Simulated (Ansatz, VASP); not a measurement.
Two plane-wave programs on CdTe

```
Cd Te
1.0
     4.19737    0.00000    0.00000
    -2.09868    3.63503    0.00000
     0.00000    0.00000   14.37102
Cd Te
4 4
Direct
  0.00000 0.00000 0.00000
  0.33333 0.66667 0.25000
  0.00000 0.00000 0.50000
  0.66667 0.33333 0.75000
  0.66667 0.33333 0.12108
  0.66667 0.33333 0.37892
  0.33333 0.66667 0.62108
  0.33333 0.66667 0.87892
```

Alike in both runs: functional PBEsol; k mesh 12 × 12 × 3; occupations gaussian, width 0.1 eV; no spin polarisation.

Ansatz relaxed the structure, and its values are those at the end. VASP's run is a single point on that final structure, the one shown.

|  | VASP | Ansatz |
| --- | --- | --- |
| version | VASP 6.6.1 | Ansatz 0.2.0 |
| potentials or method | VASP PAW PBE potentials, release 64 (Cd, Te), cutoff 520 eV | scalar-relativistic, plane waves, PAW |
| valence electrons in the cell | 72 | 144 |

```csv
,VASP,Ansatz,Ansatz less VASP
gap on the k mesh at the Fermi level (eV),none,none,-
pressure (GPa),0.3,0.0,-0.24
```

VASP's potentials were made for PBE, not for PBEsol. A gap of «none» marks a metal or a gap that the smearing closes. With one functional, cell and mesh, what is left measures potentials, basis and numerics. VASP's potentials hold 72 valence electrons a cell and Ansatz's 144, so a difference there can come from the potentials and not from the codes.

Neither program's run includes spin-orbit coupling.
